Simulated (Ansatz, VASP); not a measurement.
**PbS in VASP and in Ansatz**

The input POSCAR:

```
PbS
1.0
    0.0000000000      2.9650000000      2.9650000000
    2.9650000000      0.0000000000      2.9650000000
    2.9650000000      2.9650000000      0.0000000000
Pb S
1 1
Direct
    0.0000000000      0.0000000000      0.0000000000
    0.5012170115      0.5012170115      0.5012170115
```

The input INCAR.step1:

```
PREC = Accurate
ENCUT = 550
ISMEAR = 0
SIGMA = 0.05
LREAL = F
LASPH = T
NELM = 120
NBANDS = 17
GGA = PE
ALGO = Normal
EDIFF = 1E-5
LWAVE = T
LCHARG = F
GGA_COMPAT = F
```

Contents of INCAR.step2:

```
PREC = Accurate
ENCUT = 550
EDIFF = 1E-6
ISMEAR = 0
SIGMA = 0.05
LREAL = F
LASPH = T
NELM = 120
ALGO = Normal
ISIF = 2
LWAVE = F
LCHARG = T
METAGGA = R2SCAN
LMIXTAU = T
LELF = T
LVHAR = T
NBANDS = 17
ISTART = 1
GGA_COMPAT = F
```

File KPOINTS:

```
Automatic mesh
0
Gamma
  8 8 8
```

Input for Ansatz:

```yaml
crystal:
  lattice:
    - [0.0, 2.965, 2.965]
    - [2.965, 0.0, 2.965]
    - [2.965, 2.965, 0.0]
  atoms:
    - { symbol: Pb, position: [0.0, 0.0, 0.0] }
    - { symbol: S, position: [0.5012170115, 0.5012170115, 0.5012170115] }
basis:
  ecutwfc: 500
kpoints:
  mp_grid: { grid: [8, 8, 8] }
hamiltonian:
  xc: r2scan
scf:
  occupations: { method: gaussian, width: 0.05 }
output:
  forces: true
  stress: true
  eigenvalues: true
```

Change from the starting cell: all S atoms moved +0.013 Å, as atom 2 along Cartesian [1 1 1].

Alike in both runs: task single point; functional r2SCAN; k mesh 8 × 8 × 8; occupations gaussian, width 0.05 eV; no spin polarisation.

|  | VASP | Ansatz |
| --- | --- | --- |
| version | VASP 6.6.1 | Ansatz 0.2.0 |
| potentials or method | VASP PAW PBE potentials, release 64 (Pb_d, S), cutoff 550 eV | scalar-relativistic, plane waves, PAW |
| valence electrons in the cell | 20 | 20 |

Ansatz gave:

```
gap on the k mesh at the Fermi level (eV) : 0.61
least direct gap on the mesh (eV)         : 0.61
pressure (GPa)                            : 1.4
rms of the force components (eV/Å)        : 0.003
```

Q: Estimate VASP's values.

A: gap on the k mesh at the Fermi level (eV): 0.62; least direct gap on the mesh (eV): 0.62; pressure (GPa): 1.4; rms of the force components (eV/Å): 0.003.

VASP's potentials were made for PBE, not for r2SCAN. Atom by atom the forces differ by 0.000 eV/Å (rms over components). With one functional, cell and mesh, what is left measures potentials, basis and numerics.

Neither program's run includes spin-orbit coupling.
